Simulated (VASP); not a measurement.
Here is a VASP 6.6.1 calculation.

The input INCAR:

```
PREC = Accurate ; ENCUT = 500
EDIFF = 1E-6 ; ISMEAR = -1
SIGMA = 0.1 ; LREAL = False
LASPH = True ; NELM = 120
ALGO = Normal ; ISIF = 2
LWAVE = False ; LCHARG = False
GGA = PE ; IVDW = 12
NBANDS = 13 ; GGA_COMPAT = False
```

The input KPOINTS:

```
regular mesh
0
Gamma
  7 7 7
```

POSCAR

```
Mo
1.0
   -1.5734200000      1.5734200000      1.5734200000
    1.5734200000     -1.5734200000      1.5734200000
    1.5734200000      1.5734200000     -1.5734200000
Mo
1
Direct
    0.0000000000      0.0000000000      0.0000000000
```

Potentials or basis: VASP PAW PBE potentials, release 64 (Mo_sv).

Launch:

```console
$ cat potpaw_PBE.64/Mo_sv/POTCAR > POTCAR
$ mpirun -np 1 vasp_std > vasp.out
```

**Question.** What does it give for the pressure?

**Answer.** -3.0 GPa.

**Question.** What does it give for the band gap on the k mesh?

**Answer.** Zero (band 7 reaches 15.56 eV, above the bottom of band 8 at 11.28 eV).

**Question.** Predict the dispersion energy per atom.

**Answer.** -0.716 eV.

Caveat: the k points lie up to 0.40 Å⁻¹ apart; pairwise dispersion overbinds metals, which lowers pressure and volume.
